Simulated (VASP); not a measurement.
A run of VASP 6.6.1 is set up as follows.

File INCAR:

```
SYSTEM = BeS
PREC = Accurate
ENCUT = 600
EDIFF = 1E-6
ISMEAR = -1
SIGMA = 0.05
LREAL = .False.
LASPH = .True.
NELM = 100
ALGO = Normal
ISIF = 3
LWAVE = .False.
LCHARG = .False.
GGA = PE
IBRION = 2
NSW = 100
EDIFFG = -0.005
```

File KPOINTS:

```
regular mesh
0
Gamma
  12 12 12
  0 0 0
```

File POSCAR:

```
BeS
1.0
    0.0000000000      2.3611663926      2.3611663926
    2.3611663926      0.0000000000      2.3611663926
    2.3611663926      2.3611663926      0.0000000000
Be S
1 1
Direct
    0.0000000000      0.0000000000      0.0000000000
    0.2500000000      0.2500000000      0.2500000000
```

Potentials or basis: VASP PAW PBE potentials, release 64 (Be, S).

Run with:

```bash
$ cat potpaw_PBE.64/Be/POTCAR potpaw_PBE.64/S/POTCAR > POTCAR
$ mpirun -np 1 vasp_std > vasp.out
```

**Question.** What does it give for the relaxed cell?

**Answer.** a = 3.448 Å, b = 3.448 Å, c = 3.448 Å, α = 60.00°, β = 60.00°, γ = 60.00°.

**Question.** Estimate the space group after relaxing (to 0.05 Å).

**Answer.** F-43m (No. 216).

**Question.** Predict the relaxed volume.

**Answer.** 14.49 Å³/atom.

**Question.** Predict the band gap on the k mesh.

**Answer.** 3.15 eV, indirect (least direct gap 5.68 eV).

Final structure:
```
Be S
1.0
     0.00000    2.43795    2.43795
     2.43795    0.00000    2.43795
     2.43795    2.43795    0.00000
Be S
1 1
Direct
  0.00000 0.00000 0.00000
  0.25000 0.25000 0.25000
```

A k mesh can miss the band edges.
